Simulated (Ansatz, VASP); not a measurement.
**Two plane-wave programs on BP**

File INCAR:

```
PREC = Accurate ; ENCUT = 500
EDIFF = 1E-6 ; ISMEAR = -1
SIGMA = 0.02 ; LREAL = False
LASPH = True ; NELM = 120
ALGO = Normal ; ISIF = 2
LWAVE = False ; LCHARG = False
GGA = RP ; NBANDS = 11
GGA_COMPAT = False
```

Contents of KPOINTS:

```
Automatic mesh
0
Gamma
  7 7 7
```

The input POSCAR:

```
BP
1.0
    0.0000000000      2.2690000000      2.2690000000
    2.2690000000      0.0000000000      2.2690000000
    2.2690000000      2.2690000000      0.0000000000
B P
1 1
Direct
    0.0000000000      0.0000000000      0.0000000000
    0.2500000000      0.2500000000      0.2500000000
```

Input for Ansatz:

```yaml
crystal:
  lattice:
    - [0.0, 2.269, 2.269]
    - [2.269, 0.0, 2.269]
    - [2.269, 2.269, 0.0]
  atoms:
    - { symbol: B, position: [0.0, 0.0, 0.0] }
    - { symbol: P, position: [0.25, 0.25, 0.25] }
basis:
  ecutwfc: 530.622031796766
kpoints:
  mp_grid:
    grid: [7, 7, 7]
hamiltonian:
  xc: rpbe
scf:
  algorithm: direct_min
  occupations:
    method: fermi_dirac
    width: 0.02
```

Alike in both runs: task single point; functional RPBE; k mesh 7 × 7 × 7; occupations fermi-dirac, width 0.02 eV; no spin polarisation.

|  | VASP | Ansatz |
| --- | --- | --- |
| version | VASP 6.6.1 | Ansatz 0.2.0 |
| potentials or method | VASP PAW PBE potentials, release 64 (B, P), cutoff 500 eV | plane waves, PAW |
| valence electrons in the cell | 8 | 8 |

VASP gave:

```
gap on the k mesh at the Fermi level (eV) : 1.25
```

Question: Which values does Ansatz return?

Answer: gap on the k mesh at the Fermi level (eV): 1.26.

VASP's potentials were made for PBE, not for RPBE.
